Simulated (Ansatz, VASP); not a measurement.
# Ru in VASP and in Ansatz

```
Ru
1.0
     2.62803    0.00000    0.00000
    -1.31401    2.27594    0.00000
     0.00000    0.00000    8.43880
Ru
4
Direct
  0.00000 0.00000 0.00000
  0.00000 0.00000 0.50000
  0.33333 0.66667 0.25000
  0.66667 0.33333 0.75000
```

Alike in both runs: task single point; functional LDA; k mesh 15 × 15 × 4; occupations fermi-dirac, width 0.1 eV; no spin polarisation.

|  | VASP | Ansatz |
| --- | --- | --- |
| version | VASP 6.6.1 | Ansatz 0.2.0 |
| potentials or method | VASP PAW LDA potentials, release 64 (Ru_pv), cutoff 520 eV | plane waves (420 eV) with PAW, scalar-relativistic |
| valence electrons in the cell | 56 | 64 |

```csv
,VASP,Ansatz,Ansatz less VASP
pressure (GPa),17.3,16.1,-1.19
"traceless stress, the component that is largest in VASP (GPa)",1.48,1.44,-0.038
```

Ansatz warns that its potentials were made for another functional, while VASP's fit it. LDA's correlation is that of Perdew and Zunger in VASP and of Perdew and Wang (1992) in Ansatz. VASP's potentials hold 56 valence electrons a cell and Ansatz's 64, so a difference there can come from the potentials and not from the codes.
